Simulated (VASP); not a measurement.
A run of VASP 6.6.1 is set up as follows.

The input INCAR:

```
SYSTEM = GaP
  PREC = Accurate
  ENCUT = 520
  EDIFF = 1E-6
  ISMEAR = 0
  SIGMA = 0.05
  LREAL = .FALSE.
  LASPH = .TRUE.
  NELM = 100
  ALGO = Normal
  ISIF = 2
  LWAVE = .FALSE.
  LCHARG = .FALSE.
  GGA = PE
  NBANDS = 16
```

The input KPOINTS:

```
Automatic mesh
0
G
  10 10 10
  0 0 0
```

File POSCAR:

```
GaP
1.0
    0.0000000000      2.8008925726      2.8008925726
    2.8008925726      0.0000000000      2.8008925726
    2.8008925726      2.8008925726      0.0000000000
Ga P
1 1
Direct
    0.0000000000      0.0000000000      0.0000000000
    0.7500000000      0.7500000000      0.7500000000
```

Potentials or basis: VASP PAW PBE potentials, release 64 (Ga_d, P).

Launch:

```sh
$ cat potpaw_PBE.64/Ga_d/POTCAR potpaw_PBE.64/P/POTCAR > POTCAR
$ mpirun -np 1 vasp_std > vasp.out
```

Question: Predict the pressure.

Answer: -3.6 GPa.

Question: Predict the band gap on the k mesh.

Answer: 1.16 eV, direct.

 A k mesh can miss the band edges.
